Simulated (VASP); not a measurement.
# ZrTi2C3 (P-3m1) in VASP: notebook

The runs below take ZrTi2C3 through single point, relaxation of cell and atoms, with PBE.

All numbers are computed with VASP 6.6.1; they aren't measurements. Logs are shortened: lines on timing, memory, paths and dates and some standing lists are left out, and cuts for length are marked.

### 1 The cell of the first run

The structure is trigonal, space group P-3m1 (No. 164). The conventional cell has a = 3.170 Å, b = 3.170 Å, c = 7.689 Å, α = 90.00°, β = 90.00°, γ = 120.00°. Within 3.0 Å of Zr (site symmetry -3m) lie 6 C at 2.30 Å. Ti (site symmetry 3m) has 6 C at 2.20 Å within 2.9 Å. C (site symmetry 3m) has 3 Ti at 2.20 Å and 3 Zr at 2.30 Å within 2.9 Å. Within 2.9 Å of C (site symmetry -3m) lie 6 Ti at 2.20 Å.

### 2 Single point, PBE

Contents of INCAR:

```
PREC = Accurate
ENCUT = 520
EDIFF = 1E-6
ISMEAR = 0
SIGMA = 0.1
LREAL = False
LASPH = True
NELM = 60
ALGO = Normal
ISIF = 2
LWAVE = False
LCHARG = False
GGA = PE
NBANDS = 33
```

Contents of KPOINTS:

```
Automatic mesh
0
Gamma
  6 6 2
```

Contents of POSCAR:

```
ZrTi2C3
1.0
    3.1699076503      0.0000000000      0.0000000000
   -1.5849538251      2.7452205528      0.0000000000
    0.0000000000      0.0000000000      7.6888804748
Zr Ti C
1 2 3
Direct
    0.0000000000      0.0000000000      0.5000000000
    0.3333333333      0.6666666667      0.1594244691
    0.6666666667      0.3333333333      0.8405755309
    0.3333333333      0.6666666667      0.6818646394
    0.6666666667      0.3333333333      0.3181353606
    0.0000000000      0.0000000000      0.0000000000
```

Potentials or basis: VASP PAW PBE potentials, release 64 (Zr_sv, Ti_sv, C).

The run is started by

```
> cat potpaw_PBE.64/Zr_sv/POTCAR potpaw_PBE.64/Ti_sv/POTCAR potpaw_PBE.64/C/POTCAR > POTCAR
> mpirun -np 1 vasp_std > vasp.out
```

OUTCAR:

```text
PREC = Accurate
   ENCUT = 520
   EDIFF = 1E-6
   ISMEAR = 0
   LREAL = False
   LASPH = True
   NELM = 60
   ISIF = 2
   GGA = PE

 ion  position               nearest neighbor table
   1  0.000  0.000  0.500-   4 2.30   5 2.30   4 2.30   5 2.30   5 2.30   4 2.30   2 3.19   3 3.19
                             2 3.19   3 3.19   2 3.19   3 3.19
   2  0.333  0.667  0.159-   5 2.20   5 2.20   5 2.20   6 2.20   6 2.20   6 2.20   1 3.19   1 3.19
                             1 3.19
   3  0.667  0.333  0.841-   4 2.20   4 2.20   4 2.20   6 2.20   6 2.20   6 2.20   1 3.19   1 3.19
                             1 3.19
   4  0.333  0.667  0.682-   3 2.20   3 2.20   3 2.20   1 2.30   1 2.30   1 2.30
   5  0.667  0.333  0.318-   2 2.20   2 2.20   2 2.20   1 2.30   1 2.30   1 2.30
   6  0.000  0.000  0.000-   2 2.20   3 2.20   2 2.20   3 2.20   3 2.20   2 2.20

  LATTYP: Found a hexagonal cell.
 ALAT       =     3.1699076503
 C/A-ratio  =     2.4255850085

  Lattice vectors:

 A1 = (   3.1699076503,   0.0000000000,   0.0000000000)
 A2 = (  -1.5849538251,   2.7452205528,   0.0000000000)
 A3 = (   0.0000000000,   0.0000000000,   7.6888804748)

Analysis of symmetry for initial positions (statically):
=====================================================================
 Subroutine PRICEL returns:
 Original cell was already a primitive cell.

 Routine SETGRP: Setting up the symmetry group for a
 hexagonal supercell.

 Subroutine GETGRP returns: Found 12 space group operations
 (whereof 12 operations were pure point group operations)
 out of a pool of 24 trial point group operations.

The static configuration has the point symmetry D_3d.

Analysis of symmetry for dynamics (positions and initial velocities):
=====================================================================
 Subroutine PRICEL returns:
 Original cell was already a primitive cell.

 Routine SETGRP: Setting up the symmetry group for a
 hexagonal supercell.

 Subroutine GETGRP returns: Found 12 space group operations
 (whereof 12 operations were pure point group operations)
 out of a pool of 24 trial point group operations.

The dynamic configuration has the point symmetry D_3d.

 Subroutine INISYM returns: Found 12 space group operations
 (whereof 12 operations are pure point group operations),
[... 92 lines left out ...]
   NELM   =     60;   NELMIN=  2; NELMDL= -5     # of ELM steps
   EDIFF  = 0.1E-05   stopping-criterion for ELM
   LREAL  =      F    real-space projection
   EDIFFG = 0.1E-04   stopping-criterion for IOM
   NSW    =      0    number of steps for IOM
   IBRION =     -1    ionic relax: 0-MD 1-quasi-New 2-CG
   NFREE  =      0    steps in history (QN), initial steepest desc. (CG)
   ISIF   =      2    stress and relaxation
   ISYM   =      2    0-nonsym 1-usesym 2-fastsym
   POTIM  = 0.5000    time-step for ionic-motion
   TEBEG  =    0.0;   TEEND  =   0.0 temperature during run
   PSTRESS=    0.0 pullay stress
   NELECT =      48.0000    total number of electrons
   NUPDOWN=      -1.0000    fix difference up-down
   EMIN   =  10.00;   EMAX   =-10.00  energy-range for DOS
   EFERMI =   0.00;   METHOD = LEGACY
   ISMEAR =     0;   SIGMA  =   0.10  broadening in eV -4-tet -1-fermi 0-gaus
   EFERMI_NEDOS =   21; number of points for ismear=-14 and -15
   IALGO  =     38    algorithm
   IMIX   =      4    mixing-type and parameters
     AMIX     =   0.40;   BMIX     =  1.00
     AMIX_MAG =   1.60;   BMIX_MAG =  1.00
  volume/ion in A,a.u.               =      11.15        75.25
  Fermi-wavevector in a.u.,A,eV,Ry     =   1.465524  2.769439 29.222055  2.147760
  Thomas-Fermi vector in A             =   2.581371
   LORBIT       =      0    0 simple, 1 ext, 2 COOP (PROOUT), +10 PAW based schemes
   GGA     = PE    functional components
   LHFCALC =     F    Hartree Fock is set to
   AEXX    =    0.0000 exact exchange contribution
   IVDW    =     0    specifies the selected vdW correction
   LEPSILON=     F    determine dielectric tensor
   LRPA    =     F    only Hartree local field effects (RPA)
 non-spin polarized calculation
 Gauss-broadening in eV      SIGMA  =   0.10
  energy-cutoff  :      520.00
  volume of cell :       66.91
 maximum number of plane-waves:      1817
 NGX is ok and might be reduce to    24
   NGX = 11   NGY = 11   NGZ = 29

 number of electron      48.0000015 magnetization

 Free energy of the ion-electron system (eV)
  ---------------------------------------------------
  ext. energy  EPLUGINS =         0.00000000
  ---------------------------------------------------
  free energy    TOTEN  =       -56.54904612 eV

  energy without entropy =      -56.54155582  energy(sigma->0) =      -56.54530097

 E-fermi :   9.4069     XC(G=0): -12.4588

 val. band max:        9.4063619328   @ k =   0.3333  -0.0000   0.5000
 cond. band min:       9.4809415307   @ k =   0.5000  -0.0000   0.0000
 fundamental gap:      0.0745795979
 Fermi energy:         9.4068775249

 k-point     1 :       0.0000    0.0000    0.0000
  band No.  band energies     occupation
      1     -47.2450      2.00000
      2     -47.2093      2.00000
      3     -38.4759      2.00000
      4     -23.6244      2.00000
      5     -23.4023      2.00000
      6     -23.3639      2.00000
[... 493 lines left out ...]
     32      13.7558      0.00000
     33      13.8276      0.00000

------------------------ aborting loop because EDIFF is reached ----------------------------------------

  FORCE on cell =-STRESS in cart. coord.  units (eV):
  Direction    XX          YY          ZZ          XY          YZ          ZX
  --------------------------------------------------------------------------------------
  -------------------------------------------------------------------------------------
  Total        0.0140833      0.0140833      0.0400598      0.0000000      0.0000000      0.0000000
  in kB        0.3372305      0.3372305      0.9592522      0.0000000      0.0000000      0.0000000
  external PRESSURE =       0.5445711 kB  Pullay stress =       0.0000000 kB

 VOLUME and BASIS-vectors are now :
 -----------------------------------------------------------------------------
  energy-cutoff  :      520.00
  volume of cell :       66.91
      direct lattice vectors                 reciprocal lattice vectors
     3.169907650  0.000000000  0.000000000     0.315466604  0.182134728  0.000000000
    -1.584953825  2.745220553  0.000000000     0.000000000  0.364269457  0.000000000
     0.000000000  0.000000000  7.688880475     0.000000000  0.000000000  0.130057946

 POSITION                                       TOTAL-FORCE (eV/Angst)
 -----------------------------------------------------------------------------------
      0.00000      0.00000      3.84444        -0.000000      0.000000     -0.000000
     -0.00000      1.83015      1.22580        -0.000000      0.000000     -0.010846
      1.58495      0.91507      6.46308         0.000000     -0.000000      0.010846
     -0.00000      1.83015      5.24278        -0.000000     -0.000000     -0.008422
      1.58495      0.91507      2.44610        -0.000000      0.000000      0.008422
      0.00000      0.00000      0.00000        -0.000000      0.000000     -0.000000
 -----------------------------------------------------------------------------------
    total drift:                                0.000000      0.000000     -0.000000

  FREE ENERGIE OF THE ION-ELECTRON SYSTEM (eV)
  ---------------------------------------------------
  free  energy   TOTEN  =       -56.5490461167 eV

  energy  without entropy=      -56.5415558185  energy(sigma->0) =      -56.54530097
```

It took 52 s on 1 thread of Intel Xeon 8259CL, shared host; peak memory 0.19 GiB.

What came out:

```yaml
Free_energy: -56.5490 eV
Pressure: 0.1 GPa
Largest_force: 0.011 eV/Å
Band_gap_on_the_k_mesh: zero (bands 24 and 25 overlap by 0.86 eV)
```

Forces on the atoms (eV/Å):
```
Zr   0.000  0.000  0.000
Ti   0.000  0.000 -0.011
Ti   0.000  0.000  0.011
C    0.000  0.000 -0.008
C    0.000  0.000  0.008
C    0.000  0.000  0.000
```

Caveat: the k points lie up to 0.41 Å⁻¹ apart, too coarse for converged energies and pressures of a metal.

### 3 Single point, PBE

This run uses another cell than the first one, of 13.98 Å³/atom.

Contents of INCAR:

```
  ALGO = Normal
  EDIFF = 1E-7
  ENCUT = 520
  GGA = PE
  ISIF = 2
  ISMEAR = 0
  LASPH = True
  LCHARG = False
  LREAL = False
  LWAVE = False
  NBANDS = 33
  NELM = 60
  PREC = Accurate
  SIGMA = 0.1
```

Contents of KPOINTS:

```
k-points
0
Gamma
  6 6 2
```

Contents of POSCAR:

```
ZrTi2C3
1.0
    3.4069280400      0.0000000000      0.0000000000
   -1.7034640200      2.9504862300      0.0000000000
    0.0000000000      0.0000000000      8.3452352900
Zr Ti C
1 2 3
Direct
    0.0000000000      0.0000000000      0.5000000000
    0.3333333300      0.6666666700      0.1666666700
    0.6666666700      0.3333333300      0.8333333300
    0.3333333300      0.6666666700      0.6666666700
    0.6666666700      0.3333333300      0.3333333300
    0.0000000000      0.0000000000      0.0000000000
```

Potentials or basis: VASP PAW PBE potentials, release 64 (Zr_sv, Ti_sv, C).

The run is started by

```
> cat potpaw_PBE.64/Zr_sv/POTCAR potpaw_PBE.64/Ti_sv/POTCAR potpaw_PBE.64/C/POTCAR > POTCAR
> mpirun -np 1 vasp_std > vasp.out
```

Wall time 85 s (1 thread of Intel Xeon 8259CL, shared host); peak memory 0.23 GiB.

Results (log left out):

* Free energy: -54.3168 eV
* Pressure: -32.4 GPa
* Largest force: 0.823 eV/Å
* Band gap on the k mesh: zero (bands 24 and 25 overlap by 0.72 eV)

Forces on the atoms (eV/Å):
```
Zr   0.000  0.000  0.000
Ti   0.000  0.000 -0.407
Ti   0.000  0.000  0.407
C    0.000  0.000  0.823
C    0.000  0.000 -0.823
C    0.000  0.000  0.000
```

Stress tensor (GPa, compression positive):
```
-31.68   0.00   0.00
  0.00 -31.68   0.00
  0.00   0.00 -33.78
```

Levels at points of the mesh, in eV from the Fermi level:
```
           k point  band 21  band 22  band 23  band 24  band 25  band 26  band 27  band 28
(0.00, 0.00, 0.00)    -1.57     0.70     0.70     0.71     1.22     1.26     1.26     1.45
(0.50, 0.00, 0.00)    -1.94    -1.63    -0.96    -0.04    -0.02     1.45     2.00     2.06
(0.00, 0.00, 0.50)    -0.53    -0.53    -0.51    -0.51     0.96     0.96     1.28     1.28
(0.50, 0.00, 0.50)    -1.93    -1.60    -0.87    -0.79     0.52     0.78     1.99     2.15
```

Caveat: the k points lie up to 0.38 Å⁻¹ apart, too coarse for converged energies and pressures of a metal.

### 4 Relaxation of cell and atoms, PBE

This run uses another cell than the first one, of 13.98 Å³/atom.

Contents of INCAR:

```
ALGO = Normal
EDIFF = 1E-6
EDIFFG = -0.04
ENCUT = 600
GGA = PE
IBRION = 2
ISIF = 3
ISMEAR = 0
LASPH = True
LCHARG = False
LREAL = False
LWAVE = False
NELM = 80
NSW = 90
PREC = Accurate
SIGMA = 0.1
```

KPOINTS is that of step 3.

POSCAR is that of step 3.

The run is started by

```
> cat potpaw_PBE.64/Zr_sv/POTCAR potpaw_PBE.64/Ti_sv/POTCAR potpaw_PBE.64/C/POTCAR > POTCAR
> mpirun -np 1 vasp_std > vasp.out
```

Wall time 11 min (1 thread of Intel Xeon 8259CL, shared host); peak memory 0.26 GiB.

The run converged. Its results:

* Free energy: -56.5693 eV
* Relaxed volume: 11.14 Å³/atom
* Relaxed cell: a = 3.169 Å, b = 3.169 Å, c = 7.689 Å, α = 90.00°, β = 90.00°, γ = 120.00°
* Space group after relaxing (to 0.1 Å): P-3m1 (No. 164)
* Energy gained by relaxing: 375.3 meV/atom
* Ionic steps: 11
* Pressure after relaxing: 0.0 GPa
* Largest force after relaxing: 0.011 eV/Å
* Band gap on the k mesh: zero (bands 24 and 25 overlap by 0.86 eV)

Forces in eV/Å, atoms in the order of the input:
```
Zr   0.000  0.000  0.000
Ti   0.000  0.000  0.011
Ti   0.000  0.000 -0.011
C    0.000  0.000  0.009
C    0.000  0.000 -0.009
C    0.000  0.000  0.000
```

Step by step:
```csv
step,energy change (eV),largest force (eV/Å),pressure (GPa),volume (Å³)
1,0.0000,0.8229,-32.40,83.89
2,0.6192,2.4307,79.75,54.02
3,-2.0560,1.5552,-1.48,67.85
4,-2.0607,1.5841,0.36,67.31
5,-2.0606,1.6006,1.44,67.00
6,-2.2322,0.4317,1.85,66.50
7,-2.2471,0.1378,2.12,66.30
8,-2.2446,0.0684,-2.70,67.68
9,-2.2515,0.0429,-0.08,66.91
10,-2.2515,0.0448,-0.04,66.90
11,-2.2516,0.0115,0.03,66.87
```

Final structure:
```xyz
6
Lattice="3.1690 0.0000 0.0000 -1.5845 2.7444 0.0000 0.0000 0.0000 7.6887" Properties=species:S:1:pos:R:3 pbc="T T T"
Zr    3.1690    0.0000    3.8444
Ti    0.0000    1.8296    1.2251
Ti    1.5845    0.9148    6.4636
C     0.0000    1.8296    5.2419
C     1.5845    0.9148    2.4468
C     3.1690    0.0000    0.0000
```

Levels at points of the mesh, in eV from the Fermi level:
```csv
k point,band 20,band 21,band 22,band 23,band 24,band 25,band 26,band 27,band 28
"(0.00, 0.00, 0.00)",-2.27,-2.27,0.75,0.75,0.86,1.38,1.38,1.48,1.95
"(0.50, 0.00, 0.00)",-2.42,-2.34,-2.20,-1.64,-0.07,0.07,2.20,2.53,2.71
"(0.00, 0.00, 0.50)",-1.24,-0.94,-0.94,-0.69,-0.69,1.11,1.11,1.70,1.70
"(0.50, 0.00, 0.50)",-2.80,-2.51,-2.08,-1.22,-1.03,0.71,0.90,2.70,3.00
```

Caveat: the k points lie up to 0.41 Å⁻¹ apart in the final cell, too coarse for converged energies and pressures of a metal; the volume moved by over 15 % at a fixed basis, so the end points are rough.

### 5 Summary

| task | cell | cutoff (eV) | gap on the mesh (eV) | pressure (GPa) | largest force (eV/Å) |
| --- | --- | --- | --- | --- | --- |
| single point | a = 3.170, b = 3.170, c = 7.689 Å, angles 90.0, 90.0, 120.0°, 6 atoms, atomic positions A | 520 | none | 0.1 | 0.01 |
| single point | a = 3.407, b = 3.407, c = 8.345 Å, angles 90.0, 90.0, 120.0°, 6 atoms, atomic positions B | 520 | none | -32.4 | 0.82 |
| relaxation of cell and atoms | relaxed from a = 3.407, b = 3.407, c = 8.345 Å, angles 90.0, 90.0, 120.0°, 6 atoms, atomic positions B | 600 | none | 0.0 | 0.01 |

Alike in all rows: level PBE; potentials or basis VASP PAW PBE potentials, release 64 (Zr_sv, Ti_sv, C); no spin polarisation; k mesh 6 × 6 × 2; smearing gaussian 0.1 eV.

Caveats: all runs use coarse meshes; the volume moved by over 15 % at a fixed basis, so the end points are rough (at least some runs).

Absolute energies hang on the potentials; compare differences alone.
